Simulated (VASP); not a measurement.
A run of VASP 6.6.1:

The input INCAR:

```
PREC = Accurate ; ENCUT = 600
EDIFF = 1E-7 ; ISMEAR = 0
SIGMA = 0.1 ; LREAL = F
LASPH = T ; NELM = 100
ALGO = Normal ; ISIF = 3
LWAVE = F ; LCHARG = F
GGA = PE ; IBRION = 2
NSW = 100 ; EDIFFG = -0.01
```

The input KPOINTS:

```
regular mesh
0
Gamma
  12 12 4
```

Contents of POSCAR:

```
Hf4C
1.0
    3.2524166227      0.0000000000      0.0000000000
   -1.6262083114      2.8166754189      0.0000000000
    0.0000000000      0.0000000000     10.4017935320
Hf C
4 1
Direct
    0.6666666667      0.3333333333      0.8762282746
    0.3333333333      0.6666666667      0.1237717254
    0.6666666667      0.3333333333      0.3818388691
    0.3333333333      0.6666666667      0.6181611309
    0.0000000000      0.0000000000      0.0000000000
```

Potentials or basis: VASP PAW PBE potentials, release 64 (Hf_pv, C).

The run is started by

```bash
$ cat potpaw_PBE.64/Hf_pv/POTCAR potpaw_PBE.64/C/POTCAR > POTCAR
$ mpirun -np 1 vasp_std > vasp.out
```

Hardware: 1 thread of Intel Xeon 8259CL, with other jobs on the host.

Question: How long does it take, and how much memory?

Answer: It took 24 min on 1 thread of Intel Xeon 8259CL, on a shared host, peak memory 0.38 GiB. Counts: scf iterations 54, k points 69, ion steps 5.
